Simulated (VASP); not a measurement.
Here is a VASP 6.6.1 calculation.

INCAR

```
PREC = Accurate ; ENCUT = 520
EDIFF = 1E-6 ; ISMEAR = 0
SIGMA = 0.01 ; LREAL = False
LASPH = True ; NELM = 60
ALGO = Normal ; ISIF = 2
LWAVE = False ; LCHARG = True
GGA = PS ; LELF = True
LVHAR = True ; NBANDS = 11
```

File KPOINTS:

```
regular mesh
0
Gamma
  8 8 8
```

POSCAR

```
BP
1.0
    2.2826725682      2.2826725682      0.0000000000
   -2.2826725682      2.2826725682      0.0000000000
    0.0000000000      2.2826725682      2.2495677310
B P
1 1
Direct
    0.0000000000      0.0000000000      0.0000000000
    0.7500000000      0.2500000000      0.5000000000
```

Potentials or basis: VASP PAW PBE potentials, release 64 (B, P).

Run with:

```bash
$ cat potpaw_PBE.64/B/POTCAR potpaw_PBE.64/P/POTCAR > POTCAR
$ mpirun -np 1 vasp_std > vasp.out
```

Problem. Estimate the band gap on the k mesh.

Solution. 0.95 eV, indirect (least direct gap 3.20 eV).

Problem. What does it give for the pressure?

Solution. -2.4 GPa.

Stress tensor (GPa, compression positive):
```
-3.64  0.00  0.00
 0.00 -3.64  0.00
 0.00  0.00  0.10
```

Caveat: the cell differs from its parent crystal (in-plane strain +0.01, then relaxed in part); the PAW data sets were made with another functional, which shifts forces and pressure a little. A k mesh can miss the band edges.
